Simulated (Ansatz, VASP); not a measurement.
Mo16H: VASP beside Ansatz

```
CELL_PARAMETERS angstrom
6.30000 0.00000 0.00000
0.00000 6.30000 0.00000
0.00000 0.00000 6.30000
ATOMIC_POSITIONS crystal
Mo 0.00066 0.99871 0.00004
Mo 0.50736 0.99042 0.00004
Mo 0.00066 0.50117 0.00004
Mo 0.99847 0.99808 0.50004
Mo 0.24396 0.24994 0.25955
Mo 0.50736 0.50947 0.00004
Mo 0.50126 0.99893 0.50004
Mo 0.75065 0.24994 0.25127
Mo 0.99848 0.50181 0.50004
Mo 0.25006 0.74995 0.25106
Mo 0.24396 0.24994 0.74053
Mo 0.50125 0.50096 0.50004
Mo 0.75284 0.74994 0.25190
Mo 0.75065 0.24994 0.74881
Mo 0.25006 0.74995 0.74902
Mo 0.75284 0.74994 0.74817
H 0.37568 0.24994 0.00004
```

Alike in both runs: functional PBE; k mesh 3 × 3 × 3; occupations gaussian, width 0.15 eV; no spin polarisation.

Ansatz relaxed the structure, and its values are those at the end. VASP's run is a single point on that final structure, the one shown.

|  | VASP | Ansatz |
| --- | --- | --- |
| version | VASP 6.6.1 | Ansatz 0.2.0 |
| potentials or method | VASP PAW PBE potentials, release 64 (Mo_sv, H), cutoff 520 eV | scalar-relativistic, plane waves, PAW |
| valence electrons in the cell | 225 | 225 |

|  | VASP | Ansatz | Ansatz less VASP |
| --- | --- | --- | --- |
| rms of the force components (eV/Å) | 0.003 | 0.003 | -0.0002 |
